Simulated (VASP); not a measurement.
Input of a VASP 6.6.1 run:

Contents of INCAR:

```
SYSTEM = Al9N
PREC = Accurate
ENCUT = 520
EDIFF = 1E-6
ISMEAR = 0
SIGMA = 0.1
LREAL = .False.
LASPH = .True.
NELM = 80
ALGO = Normal
ISIF = 2
LWAVE = .False.
LCHARG = .False.
LDIPOL = .True.
IDIPOL = 3
DIPOL = 0.5 0.5 0.420
GGA = PS
NBANDS = 27
```

The input KPOINTS:

```
regular mesh
0
Gamma
  12 12 1
  0 0 0
```

Contents of POSCAR:

```
Al9N
1.0
    2.8360890834      0.0000000000      0.0000000000
   -1.4180445417      2.4561251936      0.0000000000
    0.0000000000      0.0000000000     34.1378324787
Al N
9 1
Direct
    0.3333333333      0.6666666667      0.1171720554
    0.0000000000      0.0000000000      0.1854391565
    0.6666666667      0.3333333333      0.2537062577
    0.0000000000      0.0000000000      0.3219733588
    0.3333333333      0.6666666667      0.3896661213
    0.0000000000      0.0000000000      0.4573304602
    0.6666666667      0.3333333333      0.5260691494
    0.0000000000      0.0000000000      0.5941774940
    0.3333333333      0.6666666667      0.6631303406
    0.8333333333      1.0000000000      0.6941224060
```

Potentials or basis: VASP PAW PBE potentials, release 64 (Al, N).

The run is started by

```bash
$ cat potpaw_PBE.64/Al/POTCAR potpaw_PBE.64/N/POTCAR > POTCAR
$ mpirun -np 1 vasp_std > vasp.out
```

Q: What does it give for the largest force?

A: 5.791 eV/Å.

Q: What does it give for the band gap on the k mesh?

A: Zero (bands 16 and 17 overlap by 3.08 eV).

Forces in eV/Å, atoms in the order of the input:
```
Al   0.001 -0.001 -0.008
Al   0.004  0.002  0.047
Al  -0.004  0.002 -0.035
Al   0.001 -0.001  0.006
Al   0.003  0.002 -0.039
Al  -0.020  0.000  0.082
Al   0.012 -0.011 -0.036
Al   0.006 -0.004 -0.159
Al  -4.492 -3.649  0.113
N    4.489  3.658  0.029
```

Caveat: the PAW data sets were made with another functional, which shifts forces and pressure a little.
